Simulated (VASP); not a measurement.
# BAs (F-43m) in VASP: relaxation of cell and atoms with PBE

Aim: the relaxation of cell and atoms of BAs with PBE.

Everything below comes from runs of VASP 6.6.1. Logs are shortened: lines on timing, memory, paths and dates and some standing lists are left out, and cuts for length are marked.

## Step 1: The cell of the first run

It takes space group F-43m (No. 216, cubic). The conventional cell has a = 4.659 Å, b = 4.659 Å, c = 4.659 Å, α = 90.00°, β = 90.00°, γ = 90.00°. B (site symmetry -43m) has 4 As at 2.02 Å within 2.7 Å. As (site symmetry -43m) has 4 B at 2.02 Å within 2.7 Å.

## Step 2: Relaxation of cell and atoms, PBE

File INCAR:

```
SYSTEM = BAs
  ALGO = Normal
  EDIFF = 1E-7
  EDIFFG = -0.005
  ENCUT = 560
  GGA = PE
  GGA_COMPAT = .FALSE.
  IBRION = 2
  ISIF = 3
  ISMEAR = -1
  LASPH = .TRUE.
  LCHARG = .FALSE.
  LREAL = .FALSE.
  LWAVE = .FALSE.
  NELM = 120
  NELMIN = 4
  NSW = 80
  PREC = Accurate
  SIGMA = 0.02
```

File KPOINTS:

```
k-points
0
G
  8 8 8
  0 0 0
```

File POSCAR:

```
BAs
1.0
    0.0000000000      2.3294928661      2.3294928661
    2.3294928661      0.0000000000      2.3294928661
    2.3294928661      2.3294928661      0.0000000000
B As
1 1
Direct
    0.0000000000      0.0000000000      0.0000000000
    0.2500000000      0.2500000000      0.2500000000
```

Potentials or basis: VASP PAW PBE potentials, release 64 (B, As_d).

On the command line:

```console
$ cat potpaw_PBE.64/B/POTCAR potpaw_PBE.64/As_d/POTCAR > POTCAR
$ mpirun -np 1 vasp_std > vasp.out
```

OUTCAR:

```text
SYSTEM = BAs
   EDIFF = 1E-7
   EDIFFG = -0.005
   ENCUT = 560
   GGA = PE
   IBRION = 2
   ISIF = 3
   ISMEAR = -1
   LASPH = .TRUE.
   LREAL = .FALSE.
   NELM = 120
   NELMIN = 4
   NSW = 80
   PREC = Accurate

 ion  position               nearest neighbor table
   1  0.000  0.000  0.000-   2 2.02   2 2.02   2 2.02   2 2.02
   2  0.250  0.250  0.250-   1 2.02   1 2.02   1 2.02   1 2.02

  LATTYP: Found a face centered cubic cell.
 ALAT       =     4.6589857322

  Lattice vectors:

 A1 = (   0.0000000000,   2.3294928661,   2.3294928661)
 A2 = (   2.3294928661,   0.0000000000,   2.3294928661)
 A3 = (   2.3294928661,   2.3294928661,   0.0000000000)

Analysis of symmetry for initial positions (statically):
=====================================================================
 Subroutine PRICEL returns:
 Original cell was already a primitive cell.

 Routine SETGRP: Setting up the symmetry group for a
 face centered cubic supercell.

 Subroutine GETGRP returns: Found 24 space group operations
 (whereof 24 operations were pure point group operations)
 out of a pool of 48 trial point group operations.

The static configuration has the point symmetry T_d .

Analysis of symmetry for dynamics (positions and initial velocities):
=====================================================================
 Subroutine PRICEL returns:
 Original cell was already a primitive cell.

 Routine SETGRP: Setting up the symmetry group for a
 face centered cubic supercell.

 Subroutine GETGRP returns: Found 24 space group operations
 (whereof 24 operations were pure point group operations)
 out of a pool of 48 trial point group operations.

The dynamic configuration has the point symmetry T_d .

 Subroutine INISYM returns: Found 24 space group operations
 (whereof 24 operations are pure point group operations),
 and found     1 'primitive' translations

----------------------------------------------------------------------------------------

                                     Primitive cell

  volume of cell :      25.2822

  direct lattice vectors                    reciprocal lattice vectors
     0.000000000  2.329492866  2.329492866    -0.214638992  0.214638992  0.214638992
     2.329492866  0.000000000  2.329492866     0.214638992 -0.214638992  0.214638992
     2.329492866  2.329492866  0.000000000     0.214638992  0.214638992 -0.214638992

  length of vectors
     3.294400405  3.294400405  3.294400405     0.371765639  0.371765639  0.371765639

  position of ions in fractional coordinates (direct lattice)
     0.000000000  0.000000000  0.000000000
     0.250000000  0.250000000  0.250000000

  ion indices of the primitive-cell ions
   primitive index   ion index
                 1           1
                 2           2

----------------------------------------------------------------------------------------

 KPOINTS: k-points

Automatic generation of k-mesh.
 Grid dimensions read from file:
 generate k-points for:    8    8    8

 Generating k-lattice:

  Cartesian coordinates                     Fractional coordinates (reciprocal lattice)
    -0.026829874  0.026829874  0.026829874     0.125000000  0.000000000  0.000000000
     0.026829874 -0.026829874  0.026829874     0.000000000  0.125000000  0.000000000
     0.026829874  0.026829874 -0.026829874     0.000000000  0.000000000  0.125000000

  Length of vectors
     0.046470705  0.046470705  0.046470705

  Shift w.r.t. Gamma in fractional coordinates (k-lattice)
     0.000000000  0.000000000  0.000000000

 Subroutine IBZKPT returns following result:
 ===========================================

 Found     29 irreducible k-points:

 Following reciprocal coordinates:
            Coordinates               Weight
  0.000000  0.000000  0.000000      1.000000
  0.125000  0.000000  0.000000      8.000000
  0.250000  0.000000  0.000000      8.000000
  0.375000  0.000000  0.000000      8.000000
  0.500000  0.000000  0.000000      4.000000
  0.125000  0.125000  0.000000      6.000000
[... 16 lines left out ...]
  0.500000  0.250000  0.125000     48.000000
 -0.375000  0.250000  0.125000     24.000000
 [... further k-points ...]
   k-points           NKPTS =     29   k-points in BZ     NKDIM =     29   number of bands    NBANDS=     13
   number of dos      NEDOS =    301   number of ions     NIONS =      2
   total plane-waves  NPLWV =  21952
   dimension x,y,z NGX =    28 NGY =   28 NGZ =   28
   dimension x,y,z NGXF=    56 NGYF=   56 NGZF=   56
   ions per type =               1   1
   NGX,Y,Z   is equivalent  to a cutoff of  14.13, 14.13, 14.13 a.u.
   NGXF,Y,Z  is equivalent  to a cutoff of  28.26, 28.26, 28.26 a.u.
 SYSTEM =  BAs
   PREC   = accura    normal or accurate (medium, high low for compatibility)
   ISTART =      0    job   : 0-new  1-cont  2-samecut
   ICHARG =      2    charge: 1-file 2-atom 10-const
   ISPIN  =      1    spin polarized calculation?
   LNONCOLLINEAR =      F non collinear calculations
   LSORBIT =      F    spin-orbit coupling
   LASPH  =      T    aspherical Exc in radial PAW
   ENCUT  =  560.0 eV  41.16 Ry    6.42 a.u.   6.36  6.36  6.36*2*pi/ulx,y,z
   NELM   =    120;   NELMIN=  4; NELMDL= -5     # of ELM steps
   EDIFF  = 0.1E-06   stopping-criterion for ELM
   LREAL  =      F    real-space projection
   EDIFFG = -.5E-02   stopping-criterion for IOM
   NSW    =     80    number of steps for IOM
   IBRION =      2    ionic relax: 0-MD 1-quasi-New 2-CG
   NFREE  =      1    steps in history (QN), initial steepest desc. (CG)
   ISIF   =      3    stress and relaxation
   ISYM   =      2    0-nonsym 1-usesym 2-fastsym
   POTIM  = 0.5000    time-step for ionic-motion
   TEBEG  =    0.0;   TEEND  =   0.0 temperature during run
   PSTRESS=    0.0 pullay stress
   NELECT =      18.0000    total number of electrons
   NUPDOWN=      -1.0000    fix difference up-down
   EMIN   =  10.00;   EMAX   =-10.00  energy-range for DOS
   EFERMI =   0.00;   METHOD = LEGACY
   ISMEAR =    -1;   SIGMA  =   0.02  broadening in eV -4-tet -1-fermi 0-gaus
   EFERMI_NEDOS =   21; number of points for ismear=-14 and -15
   IALGO  =     38    algorithm
   IMIX   =      4    mixing-type and parameters
     AMIX     =   0.40;   BMIX     =  1.00
     AMIX_MAG =   1.60;   BMIX_MAG =  1.00
  volume/ion in A,a.u.               =      12.64        85.31
  Fermi-wavevector in a.u.,A,eV,Ry     =   1.461821  2.762442 29.074582  2.136921
  Thomas-Fermi vector in A             =   2.578108
   LORBIT       =      0    0 simple, 1 ext, 2 COOP (PROOUT), +10 PAW based schemes
   GGA     = PE    functional components
   LHFCALC =     F    Hartree Fock is set to
   AEXX    =    0.0000 exact exchange contribution
   IVDW    =     0    specifies the selected vdW correction
   LEPSILON=     F    determine dielectric tensor
   LRPA    =     F    only Hartree local field effects (RPA)
 conjugate gradient relaxation of ions
 non-spin polarized calculation
  energy-cutoff  :      560.00
  volume of cell :       25.28
 maximum number of plane-waves:       778
 NGX is ok and might be reduce to    28
   NGX = 13   NGY = 13   NGZ = 13

--------------------------------------- Ionic step        1  -------------------------------------------

 number of electron      17.9999991 magnetization

 Free energy of the ion-electron system (eV)
  ---------------------------------------------------
  ext. energy  EPLUGINS =         0.00000000
  ---------------------------------------------------
  free energy    TOTEN  =       -11.33365389 eV

  energy without entropy =      -11.33365389  energy(sigma->0) =      -11.33365389

------------------------ aborting loop because EDIFF is reached ----------------------------------------

  FORCE on cell =-STRESS in cart. coord.  units (eV):
  Direction    XX          YY          ZZ          XY          YZ          ZX
  --------------------------------------------------------------------------------------
  -------------------------------------------------------------------------------------
  Total        2.3799660      2.3799660      2.3799660      0.0000000      0.0000000      0.0000000
  in kB      150.8228662    150.8228662    150.8228662      0.0000000      0.0000000      0.0000000
  external PRESSURE =     150.8228662 kB  Pullay stress =       0.0000000 kB
[... 23 lines left out ...]
--------------------------------------- Ionic step        2  -------------------------------------------

 number of electron      17.9999992 magnetization

 E-fermi :   4.4215     XC(G=0): -10.6880

 val. band max:        3.9395119391   @ k =   0.0000   0.0000   0.0000
 cond. band min:       5.2215755639   @ k =   0.3750   0.3750   0.0000
 fundamental gap:      1.2820636248
 Fermi energy:         4.4214957317

 k-point     1 :       0.0000    0.0000    0.0000
  band No.  band energies     occupation
      1     -31.7430      2.00000
      2     -31.7430      2.00000
      3     -31.7430      2.00000
      4     -31.7265      2.00000
      5     -31.7265      2.00000
      6     -10.6523      2.00000
      7       3.9395      2.00000
      8       3.9395      2.00000
      9       3.9395      2.00000
     10       7.1114      0.00000
     11       7.1114      0.00000
     12       7.1114      0.00000
     13       7.4863      0.00000
[... 354 lines left out ...]
  band No.  band energies     occupation
      1     -31.7406      2.00000
      2     -31.7386      2.00000
      3     -31.7355      2.00000
      4     -31.7265      2.00000
      5     -31.7247      2.00000
      6      -7.5944      2.00000
      7      -3.7874      2.00000
      8      -0.2715      2.00000
      9       1.1675      2.00000
     10       7.6936      0.00000
     11       8.5038      0.00000
     12      10.9265      0.00000
     13      12.4228      0.00000

 [... further k-points ...]

------------------------ aborting loop because EDIFF is reached ----------------------------------------

  FORCE on cell =-STRESS in cart. coord.  units (eV):
  Direction    XX          YY          ZZ          XY          YZ          ZX
  --------------------------------------------------------------------------------------
  -------------------------------------------------------------------------------------
  Total       -1.5312485     -1.5312485     -1.5312485     -0.0000000     -0.0000000      0.0000000
  in kB      -82.0756671    -82.0756671    -82.0756671     -0.0000000     -0.0000000      0.0000000
  external PRESSURE =     -82.0756671 kB  Pullay stress =       0.0000000 kB
[... 53 lines left out ...]
  FREE ENERGIE OF THE ION-ELECTRON SYSTEM (eV)
  ---------------------------------------------------
  free  energy   TOTEN  =       -11.4423051038 eV

  energy  without entropy=      -11.4423051038  energy(sigma->0) =      -11.44230510

[... ionic steps 4 to 13 ...]

--------------------------------------- Ionic step       14  -------------------------------------------

 number of electron      18.0000007 magnetization

------------------------ aborting loop because EDIFF is reached ----------------------------------------
[... 67 lines left out ...]
--------------------------------------- Ionic step       16  -------------------------------------------

 number of electron      18.0000007 magnetization

 Free energy of the ion-electron system (eV)
  ---------------------------------------------------
  ext. energy  EPLUGINS =         0.00000000
  ---------------------------------------------------
  free energy    TOTEN  =       -11.44230795 eV

  energy without entropy =      -11.44230795  energy(sigma->0) =      -11.44230795

 E-fermi :   5.1002     XC(G=0): -11.0383

 val. band max:        4.6135723930   @ k =   0.0000   0.0000   0.0000
 cond. band min:       5.8308227245   @ k =   0.3750   0.3750   0.0000
 fundamental gap:      1.2172503314
 Fermi energy:         5.1001936153

 k-point     1 :       0.0000    0.0000    0.0000
  band No.  band energies     occupation
      1     -31.1441      2.00000
      2     -31.1441      2.00000
      3     -31.1441      2.00000
      4     -31.1221      2.00000
      5     -31.1221      2.00000
      6     -10.6100      2.00000
      7       4.6136      2.00000
      8       4.6136      2.00000
      9       4.6136      2.00000
     10       7.8722      0.00000
     11       7.8722      0.00000
     12       7.8722      0.00000
     13       9.0538      0.00000
[... 354 lines left out ...]
  band No.  band energies     occupation
      1     -31.1407      2.00000
      2     -31.1381      2.00000
      3     -31.1339      2.00000
      4     -31.1222      2.00000
      5     -31.1198      2.00000
      6      -7.2521      2.00000
      7      -3.5432      2.00000
      8       0.1333      2.00000
      9       1.6105      2.00000
     10       8.5551      0.00000
     11       9.3364      0.00000
     12      11.9835      0.00000
     13      13.5516      0.00000

 [... further k-points ...]

------------------------ aborting loop because EDIFF is reached ----------------------------------------

  FORCE on cell =-STRESS in cart. coord.  units (eV):
  Direction    XX          YY          ZZ          XY          YZ          ZX
  --------------------------------------------------------------------------------------
  -------------------------------------------------------------------------------------
  Total        0.0046163      0.0046163      0.0046163     -0.0000000     -0.0000000      0.0000000
  in kB        0.2661538      0.2661538      0.2661538     -0.0000000     -0.0000000      0.0000000
  external PRESSURE =       0.2661538 kB  Pullay stress =       0.0000000 kB
[... 17 lines left out ...]
  FREE ENERGIE OF THE ION-ELECTRON SYSTEM (eV)
  ---------------------------------------------------
  free  energy   TOTEN  =       -11.4423079465 eV

  energy  without entropy=      -11.4423079465  energy(sigma->0) =      -11.44230795

 reached required accuracy - stopping structural energy minimisation
```

It took 48 s on 1 thread of AMD EPYC 9R45 (Zen 5), shared host; peak memory 0.13 GiB.

What came out:

```yaml
Free_energy: -11.4423 eV
Relaxed_volume: 13.89 Å³/atom
Relaxed_cell: a = 3.400 Å, b = 3.400 Å, c = 3.400 Å, α = 60.00°, β = 60.00°, γ = 60.00°
Space_group_after_relaxing_to_0.1_Å: F-43m (No. 216)
Energy_gained_by_relaxing: 54.3 meV/atom
Ionic_steps: 16
Pressure_after_relaxing: 0.0 GPa
Band_gap_on_the_k_mesh: 1.22 eV (least direct gap 3.26 eV)
```

The path:
| step | energy change (eV) | largest force (eV/Å) | pressure (GPa) | volume (Å³) |
| --- | --- | --- | --- | --- |
| 1 | 0.0000 | 0.0000 | 15.08 | 25.28 |
| 2 | -0.0511 | 0.0000 | -8.21 | 29.89 |
| 3 | -0.1087 | 0.0000 | -0.06 | 27.80 |
| 4 | -0.1086 | 0.0000 | 0.20 | 27.75 |
| 5 | -0.1086 | 0.0000 | 0.19 | 27.75 |
| 6 | -0.1086 | 0.0000 | 0.17 | 27.75 |
| 7 | -0.1086 | 0.0000 | 0.17 | 27.75 |
| 8 | -0.1086 | 0.0000 | 0.17 | 27.75 |
| 9 | -0.1086 | 0.0000 | 0.17 | 27.75 |
| 10 | -0.1086 | 0.0000 | 0.17 | 27.75 |
| 11 | -0.1086 | 0.0000 | 0.17 | 27.75 |
| 12 | -0.1086 | 0.0000 | 0.16 | 27.75 |
| 13 | -0.1086 | 0.0000 | 0.15 | 27.76 |
| 14 | -0.1086 | 0.0000 | 0.13 | 27.76 |
| 15 | -0.1087 | 0.0000 | 0.10 | 27.77 |
| 16 | -0.1087 | 0.0000 | 0.03 | 27.79 |

Final structure:
```xyz
2
Lattice="0.0000 2.4041 2.4041 2.4041 0.0000 2.4041 2.4041 2.4041 0.0000" Properties=species:S:1:pos:R:3 pbc="T T T"
B     2.4041    4.8082    2.4041
As    1.2020    1.2020    1.2020
```

Levels at points of the mesh, in eV from the valence-band top:
| k point | band 7 | band 8 | band 9 | band 10 | band 11 | band 12 |
| --- | --- | --- | --- | --- | --- | --- |
| (0.00, 0.00, 0.00) | 0.00 | 0.00 | 0.00 | 3.26 | 3.26 | 3.26 |
| (0.50, 0.00, 0.00) | -8.64 | -1.79 | -1.79 | 2.58 | 4.77 | 4.77 |
| (0.50, 0.50, 0.00) | -8.41 | -3.99 | -3.99 | 1.46 | 1.47 | 11.22 |

A k mesh can miss the band edges.
